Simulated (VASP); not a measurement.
# Cu (I4/mmm) in VASP: notebook

Cu is run at these levels: PBE; tasks: single point.

Everything below comes from runs of VASP 6.6.1. Logs are shortened: lines on timing, memory, paths and dates and some standing lists are left out, and cuts for length are marked.

## (1) The cell of the first run

It takes space group I4/mmm (No. 139, tetragonal). Conventional cell: a = 2.848 Å, b = 2.848 Å, c = 2.718 Å, α = 90.00°, β = 90.00°, γ = 90.00°. Within 3.2 Å of Cu (site symmetry 4/mmm) lie 14 Cu at 2.43 to 2.85 Å.

## (2) Single point, PBE

Input file INCAR:

```
ALGO = Normal
EDIFF = 1E-6
ENCUT = 700
GGA = PE
GGA_COMPAT = F
ISIF = 2
ISMEAR = 0
LASPH = T
LCHARG = F
LREAL = F
LWAVE = F
NBANDS = 16
NELM = 120
PREC = Accurate
SIGMA = 0.15
```

Input file KPOINTS:

```
k-points
0
Gamma
  22 22 22
```

Input file POSCAR:

```
Cu
1.0
   -1.4241500000      1.4241500000      1.3589500000
    1.4241500000     -1.4241500000      1.3589500000
    1.4241500000      1.4241500000     -1.3589500000
Cu
1
Direct
    0.0000000000      0.0000000000      0.0000000000
```

Potentials or basis: VASP PAW PBE potentials, release 64 (Cu_sv_GW).

The run is started by

```console
$ cat potpaw_PBE.64/Cu_sv_GW/POTCAR > POTCAR
$ mpirun -np 1 vasp_std > vasp.out
```

OUTCAR:

```text
EDIFF = 1E-6
   ENCUT = 700
   GGA = PE
   ISIF = 2
   ISMEAR = 0
   LASPH = T
   LREAL = F
   NELM = 120
   PREC = Accurate

 ion  position               nearest neighbor table
   1  0.000  0.000  0.000-

  LATTYP: Found a body centered tetragonal cell.
 ALAT       =     2.8483000000
 C/A-ratio  =     0.9542183057

  Lattice vectors:

 A1 = (  -1.4241500000,   1.4241500000,   1.3589500000)
 A2 = (   1.4241500000,  -1.4241500000,   1.3589500000)
 A3 = (   1.4241500000,   1.4241500000,  -1.3589500000)

Analysis of symmetry for initial positions (statically):
=====================================================================
 Subroutine PRICEL returns:
 Original cell was already a primitive cell.

 Routine SETGRP: Setting up the symmetry group for a
 body centered tetragonal supercell.

 Subroutine GETGRP returns: Found 16 space group operations
 (whereof 16 operations were pure point group operations)
 out of a pool of 16 trial point group operations.

The static configuration has the point symmetry D_4h.

Analysis of symmetry for dynamics (positions and initial velocities):
=====================================================================
 Subroutine PRICEL returns:
 Original cell was already a primitive cell.

 Routine SETGRP: Setting up the symmetry group for a
 body centered tetragonal supercell.

 Subroutine GETGRP returns: Found 16 space group operations
 (whereof 16 operations were pure point group operations)
 out of a pool of 16 trial point group operations.

The dynamic configuration has the point symmetry D_4h.

 Subroutine INISYM returns: Found 16 space group operations
 (whereof 16 operations are pure point group operations),
 and found     1 'primitive' translations

----------------------------------------------------------------------------------------

                                     Primitive cell

  volume of cell :      11.0249

  direct lattice vectors                    reciprocal lattice vectors
    -1.424150000  1.424150000  1.358950000     0.000000000  0.351086613  0.367931123
     1.424150000 -1.424150000  1.358950000     0.351086613  0.000000000  0.367931123
     1.424150000  1.424150000 -1.358950000     0.351086613  0.351086613  0.000000000

  length of vectors
     2.429640209  2.429640209  2.429640209     0.508561817  0.508561817  0.496511450

  position of ions in fractional coordinates (direct lattice)
     0.000000000  0.000000000  0.000000000

  ion indices of the primitive-cell ions
   primitive index   ion index
                 1           1

----------------------------------------------------------------------------------------

 KPOINTS: k-points

Automatic generation of k-mesh.
 Grid dimensions read from file:
 generate k-points for:   22   22   22

 Generating k-lattice:

  Cartesian coordinates                     Fractional coordinates (reciprocal lattice)
     0.000000000  0.015958482  0.016724142     0.045454545  0.000000000  0.000000000
     0.015958482  0.000000000  0.016724142     0.000000000  0.045454545  0.000000000
     0.015958482  0.015958482  0.000000000     0.000000000  0.000000000  0.045454545

  Length of vectors
     0.023116446  0.023116446  0.022568702

  Shift w.r.t. Gamma in fractional coordinates (k-lattice)
     0.000000000  0.000000000  0.000000000

 Subroutine IBZKPT returns following result:
 ===========================================

 Found    834 irreducible k-points:

 Following reciprocal coordinates:
            Coordinates               Weight
  0.000000  0.000000  0.000000      1.000000
  0.045455  0.000000  0.000000      8.000000
  0.090909  0.000000  0.000000      8.000000
  0.136364 -0.000000  0.000000      8.000000
  0.181818  0.000000 -0.000000      8.000000
  0.227273  0.000000  0.000000      8.000000
[... 16 lines left out ...]
  0.500000  0.045455  0.000000     16.000000
 -0.454545  0.045455 -0.000000     16.000000
 [... further k-points ...]
   k-points           NKPTS =    834   k-points in BZ     NKDIM =    834   number of bands    NBANDS=     16
   number of dos      NEDOS =    301   number of ions     NIONS =      1
   total plane-waves  NPLWV =  13824
   dimension x,y,z NGX =    24 NGY =   24 NGZ =   24
   dimension x,y,z NGXF=    48 NGYF=   48 NGZF=   48
   ions per type =               1
   NGX,Y,Z   is equivalent  to a cutoff of  16.42, 16.42, 16.42 a.u.
   NGXF,Y,Z  is equivalent  to a cutoff of  32.84, 32.84, 32.84 a.u.
 SYSTEM =  unknown system
   PREC   = accura    normal or accurate (medium, high low for compatibility)
   ISTART =      0    job   : 0-new  1-cont  2-samecut
   ICHARG =      2    charge: 1-file 2-atom 10-const
   ISPIN  =      1    spin polarized calculation?
   LNONCOLLINEAR =      F non collinear calculations
   LSORBIT =      F    spin-orbit coupling
   LASPH  =      T    aspherical Exc in radial PAW
   ENCUT  =  700.0 eV  51.45 Ry    7.17 a.u.   5.24  5.24  5.24*2*pi/ulx,y,z
   NELM   =    120;   NELMIN=  2; NELMDL= -5     # of ELM steps
   EDIFF  = 0.1E-05   stopping-criterion for ELM
   LREAL  =      F    real-space projection
   EDIFFG = 0.1E-04   stopping-criterion for IOM
   NSW    =      0    number of steps for IOM
   IBRION =     -1    ionic relax: 0-MD 1-quasi-New 2-CG
   NFREE  =      0    steps in history (QN), initial steepest desc. (CG)
   ISIF   =      2    stress and relaxation
   ISYM   =      2    0-nonsym 1-usesym 2-fastsym
   POTIM  = 0.5000    time-step for ionic-motion
   TEBEG  =    0.0;   TEEND  =   0.0 temperature during run
   PSTRESS=    0.0 pullay stress
   NELECT =      19.0000    total number of electrons
   NUPDOWN=      -1.0000    fix difference up-down
   EMIN   =  10.00;   EMAX   =-10.00  energy-range for DOS
   EFERMI =   0.00;   METHOD = LEGACY
   ISMEAR =     0;   SIGMA  =   0.15  broadening in eV -4-tet -1-fermi 0-gaus
   EFERMI_NEDOS =   21; number of points for ismear=-14 and -15
   IALGO  =     38    algorithm
   IMIX   =      4    mixing-type and parameters
     AMIX     =   0.40;   BMIX     =  1.00
     AMIX_MAG =   1.60;   BMIX_MAG =  1.00
  volume/ion in A,a.u.               =      11.02        74.40
  Fermi-wavevector in a.u.,A,eV,Ry     =   1.962762  3.709083 52.415574  3.852436
  Thomas-Fermi vector in A             =   2.987361
   LORBIT       =      0    0 simple, 1 ext, 2 COOP (PROOUT), +10 PAW based schemes
   GGA     = PE    functional components
   LHFCALC =     F    Hartree Fock is set to
   AEXX    =    0.0000 exact exchange contribution
   IVDW    =     0    specifies the selected vdW correction
   LEPSILON=     F    determine dielectric tensor
   LRPA    =     F    only Hartree local field effects (RPA)
 non-spin polarized calculation
 Gauss-broadening in eV      SIGMA  =   0.15
  energy-cutoff  :      700.00
  volume of cell :       11.02
 maximum number of plane-waves:       482
 NGX is ok and might be reduce to    24
   NGX = 11   NGY = 11   NGZ = 11

 number of electron      18.9999998 magnetization

 Free energy of the ion-electron system (eV)
  ---------------------------------------------------
  ext. energy  EPLUGINS =         0.00000000
  ---------------------------------------------------
  free energy    TOTEN  =        -3.71735239 eV

  energy without entropy =       -3.71310219  energy(sigma->0) =       -3.71522729

 E-fermi :   8.4889     XC(G=0): -13.8075

 val. band max:        8.4822525181   @ k =  -0.2273   0.4091   0.1818
 cond. band min:       8.4921164477   @ k =   0.5000   0.2727   0.0909
 fundamental gap:      0.0098639296
 Fermi energy:         8.4889465041

 k-point     1 :       0.0000    0.0000    0.0000
  band No.  band energies     occupation
      1    -104.2867      2.00000
      2     -61.5933      2.00000
      3     -61.5876      2.00000
      4     -61.5876      2.00000
      5      -1.4789      2.00000
      6       5.0307      2.00000
[... 8 lines left out ...]
     15      38.2620      0.00000
     16      38.2627      0.00000

 k-point     2 :       0.0455    0.0000    0.0000
  band No.  band energies     occupation
      1    -104.2863      2.00000
      2     -61.5947      2.00000
      3     -61.5893      2.00000
      4     -61.5885      2.00000
      5      -1.3935      2.00000
      6       5.0380      2.00000
[... 8 lines left out ...]
     15      37.1583      0.00000
     16      37.5283      0.00000

 k-point     3 :       0.0909    0.0000    0.0000
  band No.  band energies     occupation
      1    -104.2853      2.00000
      2     -61.6028      2.00000
      3     -61.5923      2.00000
      4     -61.5903      2.00000
      5      -1.1395      2.00000
      6       5.0270      2.00000
[... 8 lines left out ...]
     15      36.2393      0.00000
     16      37.1553      0.00000

 k-point     4 :       0.1364   -0.0000    0.0000
  band No.  band energies     occupation
      1    -104.2833      2.00000
      2     -61.6159      2.00000
      3     -61.5973      2.00000
      4     -61.5907      2.00000
      5      -0.7237      2.00000
      6       4.9662      2.00000
[... 8 lines left out ...]
     15      35.4535      0.00000
     16      37.4132      0.00000

 k-point     5 :       0.1818    0.0000   -0.0000
  band No.  band energies     occupation
      1    -104.2806      2.00000
      2     -61.6333      2.00000
      3     -61.6037      2.00000
      4     -61.5907      2.00000
      5      -0.1596      2.00000
      6       4.8701      2.00000
[... 8 lines left out ...]
     15      34.8320      0.00000
     16      38.0179      0.00000

 k-point     6 :       0.2273    0.0000    0.0000
  band No.  band energies     occupation
      1    -104.2777      2.00000
      2     -61.6530      2.00000
      3     -61.6109      2.00000
      4     -61.5911      2.00000
      5       0.5269      2.00000
      6       4.7556      2.00000
[... 8 lines left out ...]
     15      34.3638      0.00000
     16      38.8543      0.00000
[... 267 lines left out ...]
 k-point    21 :       0.4091    0.0455    0.0000
  band No.  band energies     occupation
      1    -104.2662      2.00000
      2     -61.7285      2.00000
      3     -61.6392      2.00000
      4     -61.5932      2.00000
      5       2.9930      2.00000
      6       4.3233      2.00000
[... 8 lines left out ...]
     15      34.0387      0.00000
     16      42.0717      0.00000

 k-point    22 :       0.4545    0.0455    0.0000
  band No.  band energies     occupation
      1    -104.2656      2.00000
      2     -61.7343      2.00000
      3     -61.6416      2.00000
      4     -61.5936      2.00000
      5       3.0567      2.00000
      6       4.2916      2.00000
[... 8 lines left out ...]
     15      34.0362      0.00000
     16      42.7649      0.00000

 k-point    23 :       0.5000    0.0455    0.0000
  band No.  band energies     occupation
      1    -104.2654      2.00000
      2     -61.7337      2.00000
      3     -61.6415      2.00000
      4     -61.5933      2.00000
      5       3.0554      2.00000
      6       4.2926      2.00000
[... 8 lines left out ...]
     15      34.0672      0.00000
     16      43.2556      0.00000

 k-point    24 :      -0.4545    0.0455   -0.0000
  band No.  band energies     occupation
      1    -104.2665      2.00000
      2     -61.7284      2.00000
      3     -61.6396      2.00000
      4     -61.5933      2.00000
      5       2.9872      2.00000
      6       4.3257      2.00000
[... 8 lines left out ...]
     15      34.1335      0.00000
     16      43.5014      0.00000

 [... further k-points ...]
[... 5 lines left out ...]
  --------------------------------------------------------------------------------------
  -------------------------------------------------------------------------------------
  Total        0.6911357      0.6911357      0.6893753      0.0000000     -0.0000000      0.0000000
  in kB      100.4382074    100.4382074    100.1823828      0.0000000     -0.0000000      0.0000000
  external PRESSURE =     100.3529326 kB  Pullay stress =       0.0000000 kB

 VOLUME and BASIS-vectors are now :
 -----------------------------------------------------------------------------
  energy-cutoff  :      700.00
  volume of cell :       11.02
      direct lattice vectors                 reciprocal lattice vectors
    -1.424150000  1.424150000  1.358950000     0.000000000  0.351086613  0.367931123
     1.424150000 -1.424150000  1.358950000     0.351086613  0.000000000  0.367931123
     1.424150000  1.424150000 -1.358950000     0.351086613  0.351086613  0.000000000

 POSITION                                       TOTAL-FORCE (eV/Angst)
 -----------------------------------------------------------------------------------
      0.00000      0.00000      0.00000         0.000000      0.000000      0.000000
 -----------------------------------------------------------------------------------
    total drift:                                0.000000      0.000000      0.000000

  FREE ENERGIE OF THE ION-ELECTRON SYSTEM (eV)
  ---------------------------------------------------
  free  energy   TOTEN  =        -3.7173523925 eV

  energy  without entropy=       -3.7131021900  energy(sigma->0) =       -3.71522729
```

Wall time 6.6 min (1 thread of AMD EPYC 7R43 (Zen 3), shared host); peak memory 0.35 GiB.

Results:

```
Free energy : -3.7174 eV
Pressure    : 10.0 GPa
```

## (3) Single point, PBE

This run uses another cell than the first one, of 11.99 Å³/atom, 1.087 times its volume.

Input file INCAR:

```
PREC     = Accurate       # precision mode
ENCUT    = 520            # plane-wave cutoff, eV
EDIFF    = 1E-7           # SCF threshold, eV
ISMEAR   = 0              # smearing method
SIGMA    = 0.15           # smearing width, eV
LREAL    = F              # projectors in reciprocal space
LASPH    = T              # aspherical terms in the spheres
NELM     = 80             # most SCF steps
ALGO     = Fast           # electronic algorithm
ISIF     = 2              # what is computed and relaxed
LWAVE    = F              # write WAVECAR
LCHARG   = F              # write CHGCAR
GGA      = PE             # functional
NBANDS   = 12             # bands
```

Input file KPOINTS:

```
regular mesh
0
Gamma
  22 22 22
```

Input file POSCAR:

```
Cu
1.0
   -1.4487000000      1.4487000000      1.4280500000
    1.4487000000     -1.4487000000      1.4280500000
    1.4487000000      1.4487000000     -1.4280500000
Cu
1
Direct
    0.0000000000      0.0000000000      0.0000000000
```

Potentials or basis: VASP PAW PBE potentials, release 64 (Cu).

The run is started by

```console
$ cat potpaw_PBE.64/Cu/POTCAR > POTCAR
$ mpirun -np 1 vasp_std > vasp.out
```

OUTCAR:

```text
PREC = Accurate
   ENCUT = 520
   EDIFF = 1E-7
   ISMEAR = 0
   LREAL = F
   LASPH = T
   NELM = 80
   ISIF = 2
   GGA = PE

 ion  position               nearest neighbor table
   1  0.000  0.000  0.000-

  LATTYP: Found a body centered tetragonal cell.
 ALAT       =     2.8974000000
 C/A-ratio  =     0.9857458411

  Lattice vectors:

 A1 = (  -1.4487000000,   1.4487000000,   1.4280500000)
 A2 = (   1.4487000000,  -1.4487000000,   1.4280500000)
 A3 = (   1.4487000000,   1.4487000000,  -1.4280500000)

[... 530 lines left out ...]
      4       5.3392      2.00000
      5       5.7184      2.00000
      6       6.4681      2.00000
      7      13.0042      0.00000
      8      23.9743      0.00000
      9      24.8598      0.00000
     10      29.1143      0.00000
     11      31.8713      0.00000
     12      40.4286      0.00000

 [... further k-points ...]
[... 5 lines left out ...]
  --------------------------------------------------------------------------------------
  -------------------------------------------------------------------------------------
  Total        0.0852235      0.0852235      0.0667661      0.0000000      0.0000000     -0.0000000
  in kB       11.3896260     11.3896260      8.9229073      0.0000000      0.0000000     -0.0000000
  external PRESSURE =      10.5673864 kB  Pullay stress =       0.0000000 kB

 VOLUME and BASIS-vectors are now :
 -----------------------------------------------------------------------------
  energy-cutoff  :      520.00
  volume of cell :       11.99
      direct lattice vectors                 reciprocal lattice vectors
    -1.448700000  1.448700000  1.428050000     0.000000000  0.345137019  0.350127797
     1.448700000 -1.448700000  1.428050000     0.345137019  0.000000000  0.350127797
     1.448700000  1.448700000 -1.428050000     0.345137019  0.345137019  0.000000000

 POSITION                                       TOTAL-FORCE (eV/Angst)
 -----------------------------------------------------------------------------------
      0.00000      0.00000      0.00000         0.000000      0.000000     -0.000000
 -----------------------------------------------------------------------------------
    total drift:                                0.000000     -0.000000      0.000000

  FREE ENERGIE OF THE ION-ELECTRON SYSTEM (eV)
  ---------------------------------------------------
  free  energy   TOTEN  =        -3.6926035351 eV

  energy  without entropy=       -3.6873777171  energy(sigma->0) =       -3.68999063
```

stdout:

```text
POSCAR found type information on POSCAR Cu
 POSCAR found :  1 types and       1 ions
 scaLAPACK will be used
 LDA part: xc-table for (Slater+PW92), standard interpolation
 POSCAR, INCAR and KPOINTS ok, starting setup
 FFT: planning ... GRIDC
 FFT: planning ... GRID_SOFT
 FFT: planning ... GRID
 WAVECAR not read
 entering main loop
WARNING in EDDRMM: call to ZHEGV failed, returncode =   6  3      9
WARNING in EDDRMM: call to ZHEGV failed, returncode =   6  3      9
WARNING in EDDRMM: call to ZHEGV failed, returncode =   6  3      9
WARNING in EDDRMM: call to ZHEGV failed, returncode =   6  3      9
WARNING in EDDRMM: call to ZHEGV failed, returncode =   6  3     10
WARNING in EDDRMM: call to ZHEGV failed, returncode =   6  3      9
WARNING in EDDRMM: call to ZHEGV failed, returncode =   6  3      9
WARNING in EDDRMM: call to ZHEGV failed, returncode =   6  3      9
WARNING in EDDRMM: call to ZHEGV failed, returncode =   6  3     12
```

It took 98 s on 1 thread of Intel Xeon 6975P-C (Granite Rapids), shared host; peak memory 0.22 GiB.

What came out:

```yaml
Free_energy: -3.6926 eV
Pressure: 1.1 GPa
```

Stress tensor (GPa, compression positive):
```
1.14 0.00 0.00
0.00 1.14 0.00
0.00 0.00 0.89
```

[end of part 1 of 2]
